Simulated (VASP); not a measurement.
# Al3GaN4 (Pm) in VASP: a series of runs, part 2 of 2

VASP 6.6.1. The steps go on from the part before.

### Step 3. Single point, PBEsol

This run uses another cell than the first one, of 9.82 Å³/atom.

Input file INCAR:

```
SYSTEM = Al3GaN4
PREC = Accurate ; ENCUT = 520
EDIFF = 1E-6 ; ISMEAR = 0
SIGMA = 0.02 ; LREAL = .FALSE.
LASPH = .TRUE. ; NELM = 100
ALGO = Normal ; ISIF = 2
LWAVE = .FALSE. ; LCHARG = .TRUE.
GGA = PS ; LELF = .TRUE.
LVHAR = .TRUE. ; NBANDS = 31
```

Input file KPOINTS:

```
Automatic mesh
0
G
  6 8 4
  0 0 0
```

Input file POSCAR:

```
Al3GaN4
1.0
    4.8893716675      0.0000000000     -0.0003720125
    0.0000000000      3.0469627295      0.0000000000
   -0.0036570324      0.0000000000      5.2720357774
Al Ga N
3 1 4
Direct
    0.5008709198      0.5000000000      0.1675478901
    0.0017291189      0.5000000000      0.8350723754
    0.0017705929      0.0000000000      0.3314181760
    0.4994817035      0.0000000000      0.6659458269
    0.1100235921      0.0000000000      0.6662579862
    0.1221780848      0.5000000000      0.1673781249
    0.6246563195      0.5000000000      0.8402593203
    0.6228886686      0.0000000000      0.3261212998
```

Potentials or basis: VASP PAW PBE potentials, release 64 (Al, Ga_d, N).

Run with:

```bash
cat potpaw_PBE.64/Al/POTCAR potpaw_PBE.64/Ga_d/POTCAR potpaw_PBE.64/N/POTCAR > POTCAR
mpirun -np 1 vasp_std > vasp.out
```

OUTCAR:

```text
SYSTEM = Al3GaN4
   PREC = Accurate
   ENCUT = 520
   EDIFF = 1E-6
   ISMEAR = 0
   LREAL = .FALSE.
   LASPH = .TRUE.
   NELM = 100
   ISIF = 2
   GGA = PS

 ion  position               nearest neighbor table
   1  0.501  0.500  0.168-   7 1.83   8 1.84   8 1.84   6 1.85   2 3.00   3 3.00   3 3.00   3 3.01
                             3 3.01   2 3.01   4 3.04   4 3.04   4 3.05   4 3.05
   2  0.002  0.500  0.835-   5 1.84   5 1.84   7 1.84   6 1.85   1 3.00   4 3.01   4 3.01   1 3.01
                             4 3.02   4 3.02   3 3.03   3 3.03   3 3.06   3 3.06
   3  0.002  0.000  0.331-   5 1.84   6 1.85   6 1.85   8 1.85   1 3.00   1 3.00   4 3.00   1 3.01
                             1 3.01   4 3.02   2 3.03   2 3.03   2 3.06   2 3.06
   4  0.499  0.000  0.666-   7 1.88   7 1.88   8 1.89   5 1.90   3 3.00   2 3.01   2 3.01   2 3.02
[... 1038 lines left out ...]

 VOLUME and BASIS-vectors are now :
 -----------------------------------------------------------------------------
  energy-cutoff  :      520.00
  volume of cell :       78.54
      direct lattice vectors                 reciprocal lattice vectors
     4.889371667  0.000000000 -0.000372013     0.204525268  0.000000000  0.000141872
     0.000000000  3.046962730  0.000000000     0.000000000  0.328195678  0.000000000
    -0.003657032  0.000000000  5.272035777     0.000014432  0.000000000  0.189680058

 POSITION                                       TOTAL-FORCE (eV/Angst)
 -----------------------------------------------------------------------------------
      2.44833      1.52348      0.88313        -0.000576      0.000000      0.000490
      0.00540      1.52348      4.40253         0.000640      0.000000      0.000429
      0.00745      0.00000      1.74725         0.000486      0.000000     -0.001000
      2.43972      0.00000      3.51070         0.004937      0.000000      0.005521
      0.53551      0.00000      3.51250         0.019343      0.000000     -0.000098
      0.59676      1.52348      0.88238         0.000832      0.000000      0.000064
      3.05110      1.52348      4.42964        -0.017202      0.000000     -0.025464
      3.04434      0.00000      1.71909        -0.008459      0.000000      0.020057
 -----------------------------------------------------------------------------------
    total drift:                                0.000582     -0.000000      0.001563

  FREE ENERGIE OF THE ION-ELECTRON SYSTEM (eV)
  ---------------------------------------------------
  free  energy   TOTEN  =       -59.6561938059 eV

  energy  without entropy=      -59.6561938059  energy(sigma->0) =      -59.65619381
```

Run time: 4.1 min. Hardware: 1 thread of Intel Xeon 8259CL, shared host; peak memory 0.28 GiB.

What came out:

* Free energy: -59.6562 eV
* Pressure: 20.0 GPa
* Largest force: 0.031 eV/Å
* Band gap on the k mesh: 4.17 eV

Forces in eV/Å, atoms in the order of the input:
```
Al  -0.001  0.000  0.000
Al   0.001  0.000  0.000
Al   0.000  0.000 -0.001
Ga   0.005  0.000  0.006
N    0.019  0.000  0.000
N    0.001  0.000  0.000
N   -0.017  0.000 -0.025
N   -0.008  0.000  0.020
```

Levels at points of the mesh, in eV from the valence-band top:
| k point | band 19 | band 20 | band 21 | band 22 | band 23 | band 24 |
| --- | --- | --- | --- | --- | --- | --- |
| (0.00, 0.00, 0.00) | -0.12 | -0.02 | 0.00 | 4.17 | 5.65 | 6.11 |
| (0.50, 0.00, 0.00) | -0.77 | -0.36 | -0.30 | 5.11 | 5.46 | 6.27 |
| (0.00, 0.50, 0.00) | -1.98 | -1.70 | -1.60 | 5.69 | 5.71 | 7.93 |
| (0.50, 0.50, 0.00) | -1.26 | -1.22 | -0.94 | 6.45 | 6.74 | 6.81 |
| (0.00, 0.00, 0.50) | -0.63 | -0.43 | -0.22 | 6.09 | 6.29 | 7.40 |
| (0.50, 0.00, 0.50) | -1.31 | -1.25 | -0.80 | 6.28 | 6.47 | 6.63 |
| (0.00, 0.50, 0.50) | -2.04 | -0.86 | -0.69 | 5.39 | 5.76 | 5.97 |
| (0.50, 0.50, 0.50) | -1.53 | -1.53 | -1.25 | 4.95 | 5.32 | 5.38 |

Caveat: the cell stands under pressure; the PAW data sets were made with another functional, which shifts forces and pressure a little.

### Step 4. Single point, PBEsol

This run uses another cell than the first one, of 10.21 Å³/atom.

Input file INCAR:

```
SYSTEM = Al3GaN4
  ALGO = Normal
  EDIFF = 1E-7
  ENCUT = 520
  GGA = PS
  ISIF = 2
  ISMEAR = 0
  LASPH = .TRUE.
  LCHARG = .FALSE.
  LREAL = .FALSE.
  LWAVE = .FALSE.
  NBANDS = 31
  NELM = 100
  PREC = Accurate
  SIGMA = 0.02
```

Input file KPOINTS:

```
k-points
0
G
  6 8 4
  0 0 0
```

Input file POSCAR:

```
Al3GaN4
1.0
    4.9603959174      0.0000000000     -0.0001387210
    0.0000000000      3.0847461504      0.0000000000
   -0.0034535568      0.0000000000      5.3383900224
Al Ga N
3 1 4
Direct
    0.5005366394      0.5000000000      0.1674528096
    0.0012948290      0.5000000000      0.8349434567
    0.0013988389      0.0000000000      0.3315455485
    0.4993896524      0.0000000000      0.6660751901
    0.1106476941      0.0000000000      0.6662817684
    0.1223445806      0.5000000000      0.1672593244
    0.6249180880      0.5000000000      0.8402149717
    0.6230686776      0.0000000000      0.3262279303
```

Run with:

```bash
cat potpaw_PBE.64/Al/POTCAR potpaw_PBE.64/Ga_d/POTCAR potpaw_PBE.64/N/POTCAR > POTCAR
mpirun -np 1 vasp_std > vasp.out
```

It took 4.4 min on 1 thread of Intel Xeon 8259CL, shared host; peak memory 0.29 GiB.

It converged, with:

```yaml
Free_energy: -59.9498 eV
Pressure: 10.0 GPa
Largest_force: 0.026 eV/Å
Band_gap_on_the_k_mesh: 3.86 eV
```

Forces on the atoms (eV/Å):
```
Al   0.003  0.000  0.001
Al   0.004  0.000  0.001
Al   0.003  0.000 -0.001
Ga   0.007  0.000  0.004
N    0.012  0.000  0.000
N   -0.002  0.000  0.000
N   -0.017  0.000 -0.019
N   -0.009  0.000  0.014
```

Levels at points of the mesh, in eV from the valence-band top:
| k point | band 17 | band 18 | band 19 | band 20 | band 21 | band 22 | band 23 | band 24 | band 25 | band 26 |
| --- | --- | --- | --- | --- | --- | --- | --- | --- | --- | --- |
| (0.00, 0.00, 0.00) | -0.94 | -0.79 | -0.10 | -0.01 | 0.00 | 3.86 | 5.55 | 6.00 | 6.30 | 7.93 |
| (0.50, 0.00, 0.00) | -1.35 | -0.71 | -0.71 | -0.34 | -0.28 | 4.98 | 5.34 | 5.98 | 6.40 | 8.78 |
| (0.00, 0.50, 0.00) | -2.98 | -1.99 | -1.91 | -1.63 | -1.55 | 5.65 | 5.67 | 7.77 | 7.99 | 8.29 |
| (0.50, 0.50, 0.00) | -3.10 | -1.23 | -1.22 | -1.19 | -0.92 | 6.29 | 6.60 | 6.65 | 6.67 | 8.57 |
| (0.00, 0.00, 0.50) | -1.65 | -0.60 | -0.59 | -0.42 | -0.21 | 5.82 | 6.05 | 7.19 | 7.59 | 7.94 |
| (0.50, 0.00, 0.50) | -1.50 | -1.28 | -1.23 | -1.19 | -0.77 | 6.09 | 6.31 | 6.47 | 6.63 | 8.49 |
| (0.00, 0.50, 0.50) | -2.31 | -2.06 | -1.95 | -0.82 | -0.66 | 5.29 | 5.67 | 5.87 | 6.00 | 7.31 |
| (0.50, 0.50, 0.50) | -1.67 | -1.59 | -1.48 | -1.47 | -1.22 | 4.82 | 5.21 | 5.26 | 5.30 | 8.06 |

Caveat: the cell stands under pressure; the PAW data sets were made with another functional, which shifts forces and pressure a little. A k mesh can miss the band edges.

### Step 5. Overview

| cell | gap on the mesh (eV) | pressure (GPa) | largest force (eV/Å) |
| --- | --- | --- | --- |
| a = 5.043, b = 3.130, c = 5.418 Å, 8 atoms | 3.50 | -0.1 | 0.02 |
| a = 4.889, b = 3.047, c = 5.272 Å, 8 atoms | 4.17 | 20.0 | 0.03 |
| a = 4.960, b = 3.085, c = 5.338 Å, 8 atoms | 3.86 | 10.0 | 0.03 |

Alike in all rows: task single point; level PBEsol; potentials or basis VASP PAW PBE potentials, release 64 (Al, Ga_d, N); no spin polarisation; k mesh 6 × 8 × 4; cutoff (eV) 520; smearing gaussian 0.02 eV.

Caveats: the PAW data sets were made with another functional, which shifts forces and pressure a little; the cell stands under pressure (at least some runs).

Absolute energies hang on the potentials; compare differences alone.
